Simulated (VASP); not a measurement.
WS3: single point with PBEsol

Crystal: WS3.

```
W S
1.0
     4.63692    0.00000    0.00000
     0.00000    4.63692    0.00000
     0.00000    0.00000    4.63692
W S
1 3
Direct
  0.00000 0.00000 0.00000
  0.00000 0.00000 0.50000
  0.00000 0.50000 0.00000
  0.50000 0.00000 0.00000
```

* Program: VASP 6.6.1
* Task: single point
* Functional: PBEsol
* Potentials or basis: VASP PAW PBE potentials, release 64 (W_sv, S)
* Cutoff: 520 eV
* k mesh: 4 × 4 × 4
* Occupations: gaussian, width 0.1 eV
* Spin: no spin polarisation

| Item | Value |
| --- | --- |
| Pressure | 0.0 GPa |
| Band gap on the k mesh | zero (band 16 reaches 3.48 eV, above the bottom of band 17 at 2.32 eV) |

Levels at points of the mesh, in eV from the Fermi level:
```
           k point  band 12  band 13  band 14  band 15  band 16  band 17  band 18  band 19  band 20  band 21
(0.00, 0.00, 0.00)    -1.73    -1.73    -1.17    -1.17    -1.17    -0.53    -0.53    -0.53     1.06     1.06
(0.50, 0.00, 0.00)    -3.66    -2.47    -1.69    -1.62    -0.74    -0.74     1.09     1.88     1.88     2.74
(0.50, 0.50, 0.00)    -3.71    -3.02    -2.01    -2.01     0.37     1.85     1.89     1.89     2.12     7.36
(0.50, 0.50, 0.50)    -5.14    -5.14     0.38     0.38     0.38     2.18     2.18     2.18     4.56     6.99
```

Run time: 25 s on 1 thread of Intel(R) Xeon(R) Platinum 8375C CPU @ 2.90GHz (Ice Lake), with other jobs on the host, peak memory 0.2 GiB.

Caveat: the PAW data sets were made with another functional, which shifts forces and pressure a little; spin-orbit coupling is left out, which moves the levels of the heavy elements.
